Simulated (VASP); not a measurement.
Input of a VASP 6.6.1 run:

The input INCAR:

```
SYSTEM = Mg8S7
  PREC = Accurate
  ENCUT = 520
  EDIFF = 1E-7
  ISMEAR = 0
  SIGMA = 0.05
  LREAL = Auto
  LASPH = .TRUE.
  NELM = 100
  ALGO = Normal
  ISIF = 2
  LWAVE = .FALSE.
  LCHARG = .FALSE.
  GGA = PE
  NBANDS = 42
```

Contents of KPOINTS:

```
Automatic mesh
0
G
  4 4 4
  0 0 0
```

File POSCAR:

```
Mg8S7
1.0
    0.0000000000      5.6972139931     -5.6972139931
   -5.6972139931      0.0000000000     -5.6972139931
   -5.6972139931      5.6972139931      0.0000000000
Mg S
8 7
Direct
    0.0001491080      0.4995526767      0.0001491080
    0.4939993483      0.4939993483      0.0180019568
    0.0001491080      0.0001491080      0.0001491080
    0.4995526767      0.0001491080      0.0001491080
    0.0180019568      0.4939993483      0.4939993483
    0.4939993483      0.4939993483      0.4939993483
    0.0001491080      0.0001491080      0.4995526767
    0.4939993483      0.0180019568      0.4939993483
   -0.1258568663      0.3758567789      0.3758567789
    0.8741432226      0.8741432226      0.3758566911
    0.3758567789      0.8741431349      0.3758567789
    0.8741432226      0.3758566911      0.8741432226
    0.3758567789      0.3758567789      0.8741431349
    0.8749999572      0.8749999572      0.8749999572
    0.3758566911      0.8741432226      0.8741432226
```

Potentials or basis: VASP PAW PBE potentials, release 64 (Mg, S).

Run with:

```console
$ cat potpaw_PBE.64/Mg/POTCAR potpaw_PBE.64/S/POTCAR > POTCAR
$ mpirun -np 1 vasp_std > vasp.out
```

Question: Estimate the largest force.

Answer: 0.010 eV/Å.

Question: Estimate the band gap on the k mesh.

Answer: 1.20 eV.

Forces on the atoms (eV/Å):
```
Mg   0.006  0.006  0.006
Mg   0.000  0.000  0.000
Mg  -0.006  0.006 -0.006
Mg  -0.006 -0.006  0.006
Mg   0.000  0.000  0.000
Mg   0.000  0.000  0.000
Mg   0.006 -0.006 -0.006
Mg   0.000  0.000  0.000
S    0.010  0.000  0.000
S    0.000  0.000 -0.010
S    0.000 -0.010  0.000
S    0.000  0.010  0.000
S    0.000  0.000  0.010
S    0.000  0.000  0.000
S   -0.010  0.000  0.000
```
